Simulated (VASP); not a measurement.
Wanted: the native input for a VASP 6.6.1 run.

```yaml
Task: single point
Functional: LDA
Potentials_or_basis: VASP PAW LDA potentials, release 64 (W_sv, Se)
Cutoff: 520 eV
k_mesh: 12 × 12 × 1
Occupations: gaussian, width 0.01 eV
Spin: no spin polarisation
Dipole_correction: no
Further_INCAR_settings: ALGO = Normal; EDIFF = 1e-07; NBANDS = 49
```

The structure of WSe2 lies in POSCAR:

```
WSe2
1.0
    3.2820000000      0.0000000000      0.0000000000
   -1.6410000000      2.8422953752      0.0000000000
    0.0000000000      0.0000000000     36.0000000000
W Se
3 6
Direct
    0.3333333333      0.6666666667      0.3229246691
    0.6666666667      0.3333333333      0.5000000000
    0.3333333333      0.6666666667      0.6770753309
    0.6666666667      0.3333333333      0.3688931999
    0.6666666667      0.3333333333      0.2770569612
    0.3333333333      0.6666666667      0.5459578194
    0.3333333333      0.6666666667      0.4540421806
    0.6666666667      0.3333333333      0.7229430388
    0.6666666667      0.3333333333      0.6311068001
```

The input as run:

INCAR

```
SYSTEM = WSe2
PREC = Accurate ; ENCUT = 520
EDIFF = 1E-7 ; ISMEAR = 0
SIGMA = 0.01 ; LREAL = .False.
LASPH = .True. ; NELM = 60
ALGO = Normal ; ISIF = 2
LWAVE = .False. ; LCHARG = .False.
GGA = CA ; NBANDS = 49
```

KPOINTS

```
regular mesh
0
Gamma
  12 12 1
  0 0 0
```

Potentials or basis: VASP PAW LDA potentials, release 64 (W_sv, Se).

Launch:

```console
$ cat potpaw_LDA.64/W_sv/POTCAR potpaw_LDA.64/Se/POTCAR > POTCAR
$ mpirun -np 1 vasp_std > vasp.out
```

Results of the run:

```
Largest force          : 0.101 eV/Å
Band gap on the k mesh : 1.05 eV (least direct gap 1.53 eV)
```

Caveat: spin-orbit coupling is left out, which moves the levels of the heavy elements.

Run time: 14 min on 1 thread of AMD EPYC 7R43 64-Core Processor (Zen 3), on a shared host, peak memory 0.45 GiB.
